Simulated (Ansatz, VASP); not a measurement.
## One calculation of FeRhC4N4, two programs

```
CELL_PARAMETERS angstrom
5.83620 0.00000 0.00000
0.00000 5.83620 0.00000
0.00000 0.00000 5.83620
ATOMIC_POSITIONS crystal
Fe 0.50000 0.50000 0.50000
Rh 0.00000 0.00000 0.00000
C 0.19389 0.19389 0.19389
C 0.19389 0.80611 0.80611
C 0.80611 0.19389 0.80611
C 0.80611 0.80611 0.19389
N 0.31098 0.31098 0.31098
N 0.31098 0.68902 0.68902
N 0.68902 0.31098 0.68902
N 0.68902 0.68902 0.31098
```

Alike in both runs: functional PBE; k mesh 4 × 4 × 4; occupations gaussian, width 0.1 eV; collinear spin.

Ansatz relaxed the structure, and its values are those at the end. VASP's run is a single point on that final structure, the one shown.

|  | VASP | Ansatz |
| --- | --- | --- |
| version | VASP 6.6.1 | Ansatz 0.2.0 |
| potentials or method | VASP PAW PBE potentials, release 64 (Fe, Rh_pv, C, N), cutoff 520 eV | scalar-relativistic, plane waves, PAW |
| valence electrons in the cell | 59 | 69 |

|  | VASP | Ansatz | Ansatz less VASP |
| --- | --- | --- | --- |
| gap on the k mesh at the Fermi level (eV) | none | none | - |
| pressure (GPa) | 0.2 | -0.2 | -0.35 |
| rms of the force components (eV/Å) | 0.139 | 0.014 | -0.1245 |
| net moment per atom (μB) | 0.24 | 0.25 | +0.010 |
| size of the moment on the site where the two differ most (μB) | 3.37 | 3.07 | -0.301 |

Site moments also hang on the region over which each program counts them. A gap of «none» marks a metal or a gap that the smearing closes. One of these differences is far larger than is usual between the two programs; its cause wasn't traced. With one functional, cell and mesh, what is left measures potentials, basis and numerics. VASP's potentials hold 59 valence electrons a cell and Ansatz's 69, so a difference there can come from the potentials and not from the codes. Ansatz's warnings: seeded moment not kept.

Noted on VASP's run: the standard files for N, O and F lose accuracy on very short bonds.
